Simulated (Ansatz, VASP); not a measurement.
SiNi3 in VASP and in Ansatz

```xyz
4
Lattice="3.4988 0.0000 0.0000 0.0000 3.4988 0.0000 0.0000 0.0000 3.4988" Properties=species:S:1:pos:R:3 pbc="T T T"
Si    0.0000    0.0000    0.0000
Ni    0.0000    1.7494    1.7494
Ni    1.7494    0.0000    1.7494
Ni    1.7494    1.7494    0.0000
```

Alike in both runs: task single point; functional r2SCAN; k mesh 12 × 12 × 12; occupations gaussian, width 0.1 eV; no spin polarisation.

|  | VASP | Ansatz |
| --- | --- | --- |
| version | VASP 6.6.1 | Ansatz 0.2.0 |
| potentials or method | VASP PAW PBE potentials, release 64 (Si, Ni), cutoff 520 eV | scalar-relativistic, plane waves, PAW |
| valence electrons in the cell | 34 | 58 |

Ansatz gave:

```
gap on the k mesh at the Fermi level (eV) : none
pressure (GPa)                            : -6.6
```

**Question.** Estimate VASP's values.

**Answer.** gap on the k mesh at the Fermi level (eV): none; pressure (GPa): -6.2.

VASP's potentials were made for PBE, not for r2SCAN. A gap of «none» marks a metal or a gap that the smearing closes. The functional is the same, so the differences come from potentials, cutoffs and numerics. VASP's potentials hold 34 valence electrons a cell and Ansatz's 58, so a difference there can come from the potentials and not from the codes.
